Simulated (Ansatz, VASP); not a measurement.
TaN in VASP and in Ansatz

```
Ta N
1.0
     0.00000    2.17424    2.17424
     2.17424    0.00000    2.17424
     2.17424    2.17424    0.00000
Ta N
1 1
Cartesian
  2.1742 2.1742 2.1742
  0.0000 0.0000 0.0000
```

Alike in both runs: functional LDA; k mesh 16 × 16 × 16; occupations gaussian, width 0.1 eV; no spin polarisation.

Ansatz relaxed the structure, and its values are those at the end. VASP's run is a single point on that final structure, the one shown.

```csv
,VASP,Ansatz
version,VASP 6.6.1,Ansatz 0.2.0
potentials or method,"VASP PAW LDA potentials, release 64 (Ta_sv_GW, N), cutoff 700 eV","scalar-relativistic, plane waves, PAW"
valence electrons in the cell,18,18
```

```tsv
	VASP	Ansatz	Ansatz less VASP
gap on the k mesh at the Fermi level (eV)	none	none	-
pressure (GPa)	1.1	0.0	-1.09
```

LDA's correlation is that of Perdew and Zunger in VASP and of Perdew and Wang (1992) in Ansatz. A gap of «none» marks a metal or a gap that the smearing closes.

Neither program's run includes spin-orbit coupling.
